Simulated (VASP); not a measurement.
CdSe: single point with r2SCAN

Crystal: CdSe.

```
Cd Se
1.0
    -0.03983    3.05863    3.05863
     3.05863   -0.03983    3.05863
     3.05863    3.05863   -0.03983
Cd Se
1 1
Cartesian
  -0.0083 -0.0083 -0.0083
  1.5277 1.5277 1.5277
```

This cell differs from its parent crystal: epitaxial 111 strain +1.0%.

```json
{
 "Program": "VASP 6.6.1",
 "Task": "single point",
 "Functional": "r2SCAN",
 "Potentials or basis": "VASP PAW PBE potentials, release 64 (Cd, Se)",
 "Cutoff": "520 eV",
 "k mesh": "8 × 8 × 8",
 "Occupations": "gaussian, width 0.01 eV",
 "Spin": "no spin polarisation"
}
```

```json
{
 "Pressure": "-0.4 GPa",
 "Band gap on the k mesh": "0.95 eV, direct"
}
```

Stress tensor (GPa, compression positive):
```
-0.36  0.29  0.29
 0.29 -0.36  0.29
 0.29  0.29 -0.36
```

Levels at points of the mesh, in eV from the valence-band top:
```
           k point  band 6  band 7  band 8  band 9  band 10  band 11  band 12  band 13
(0.00, 0.00, 0.00)   -7.74   -0.08   -0.08    0.00     0.95     6.35     6.35     6.57
(0.50, 0.00, 0.00)   -7.47   -4.28   -0.78   -0.70     2.80     6.89     6.91     7.64
(0.50, 0.50, 0.00)   -7.40   -3.97   -1.87   -1.76     3.45     4.08     9.43    10.67
(0.50, 0.50, 0.50)   -7.45   -4.21   -0.81   -0.81     2.64     6.76     6.76     7.70
```

Wall time 2.2 min on 1 thread of Intel(R) Xeon(R) Platinum 8488C (Sapphire Rapids), with other jobs on the host, peak memory 0.22 GiB.

Caveat: the cell differs from its parent crystal (epitaxial 111 strain +1.0%); the PAW data sets were made with another functional, which shifts forces and pressure a little.
